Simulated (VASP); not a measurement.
Al:

```
Al
1.0
     0.00000    2.02481    2.02481
     2.02481    0.00000    2.02481
     2.02481    2.02481    0.00000
Al
1
Direct
  0.00000 0.00000 0.00000
```

- Program: VASP 6.6.1
- Task: relaxation of cell and atoms
- Functional: PBEsol
- Potentials or basis: VASP PAW PBE potentials, release 64 (Al)
- Cutoff: 600 eV
- k mesh: 16 × 16 × 16
- Occupations: fermi-dirac, width 0.1 eV
- Spin: no spin polarisation

At the start: pressure -1.9 GPa; volume 16.60 Å³/atom.

Q: How do energy, volume and symmetry change on relaxing?

A: Over 3 steps the energy falls by 2.5 meV/atom and the volume is 16.20 Å³/atom (-2.4 %); space group Fm-3m (No. 225, to 0.05 Å).

Step by step:
```tsv
step	energy change (eV)	largest force (eV/Å)	pressure (GPa)	volume (Å³)
1	0.0000	0.0000	-1.92	16.60
2	-0.0024	0.0000	0.36	16.13
3	-0.0025	0.0000	0.00	16.20
```

Final structure:
```
Al
1.0
     0.00000    2.00819    2.00819
     2.00819    0.00000    2.00819
     2.00819    2.00819    0.00000
Al
1
Direct
  0.00000 0.00000 0.00000
```

Caveat: the PAW data sets were made with another functional, which shifts forces and pressure a little.
